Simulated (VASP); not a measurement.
ZnAu: single point with PBE

The system is ZnAu.

```
CELL_PARAMETERS angstrom
3.12164 0.00000 0.00000
0.00000 3.12164 0.00000
0.00000 0.00000 3.12164
ATOMIC_POSITIONS crystal
Zn 0.50000 0.50000 0.50000
Au 0.00000 0.00000 0.00000
```

This cell differs from its parent crystal: volume scaled by 0.94.

```
Program                : VASP 6.6.1
Task                   : single point
Functional             : PBE
Potentials or basis    : VASP PAW PBE potentials, release 64 (Zn, Au)
Cutoff                 : 520 eV
k mesh                 : 14 × 14 × 14
Occupations            : gaussian, width 0.1 eV
Spin                   : no spin polarisation
Dipole correction      : no
Further INCAR settings : ALGO = Fast; EDIFF = 1e-06; NBANDS = 18
```

```json
{"Pressure": "8.5 GPa"}
```

Levels at points of the mesh, in eV from the Fermi level:
| k point | band 10 | band 11 | band 12 | band 13 | band 14 | band 15 |
| --- | --- | --- | --- | --- | --- | --- |
| (0.00, 0.00, 0.00) | -3.80 | -3.80 | 5.03 | 5.03 | 5.03 | 9.16 |
| (0.50, 0.00, 0.00) | -5.04 | -3.97 | -2.40 | 10.46 | 11.29 | 11.29 |
| (0.50, 0.50, 0.00) | -3.20 | -2.09 | -2.09 | 0.92 | 2.64 | 10.53 |
| (0.50, 0.50, 0.50) | -3.15 | 1.47 | 3.74 | 3.78 | 3.78 | 3.78 |

Run time: 32 s on 1 thread of Intel(R) Xeon(R) Platinum 8488C (Sapphire Rapids), on a shared host, peak memory 0.19 GiB.

Caveat: spin-orbit coupling is left out, which moves the levels of the heavy elements.
